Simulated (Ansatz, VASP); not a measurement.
## One calculation of Pt, two programs

```
Pt
1.0
     2.62263    0.00000    0.00000
    -1.31132    2.27127    0.00000
     0.00000    0.00000    4.67233
Pt
2
Cartesian
  1.3113 0.7571 3.5042
  0.0000 1.5142 1.1681
```

Change from the starting cell: strain -0.050 along x and y, -0.025 along z, atoms carried along.

Alike in both runs: task single point; functional r2SCAN; k mesh 18 × 18 × 10; occupations gaussian, width 0.15 eV; no spin polarisation.

|  | VASP | Ansatz |
| --- | --- | --- |
| version | VASP 6.6.1 | Ansatz 0.2.0 |
| potentials or method | VASP PAW PBE potentials, release 64 (Pt), cutoff 520 eV | scalar-relativistic, plane waves, PAW |
| valence electrons in the cell | 20 | 36 |

Ansatz gave:

```
gap on the k mesh at the Fermi level (eV)                     : none
pressure (GPa)                                                : 37.1
traceless stress, the component that is largest in VASP (GPa) : -9.80
```

Problem. What did VASP give for the same quantities?

Solution. gap on the k mesh at the Fermi level (eV): none; pressure (GPa): 38.5; traceless stress, the component that is largest in VASP (GPa): -10.17.

VASP's potentials were made for PBE, not for r2SCAN. A gap of «none» marks a metal or a gap that the smearing closes. Both programs put the cell under a high pressure, so it lies far from rest at this level. The functional is the same, so the differences come from potentials, cutoffs and numerics. VASP's potentials hold 20 valence electrons a cell and Ansatz's 36, so a difference there can come from the potentials and not from the codes.

Neither program's run includes spin-orbit coupling.
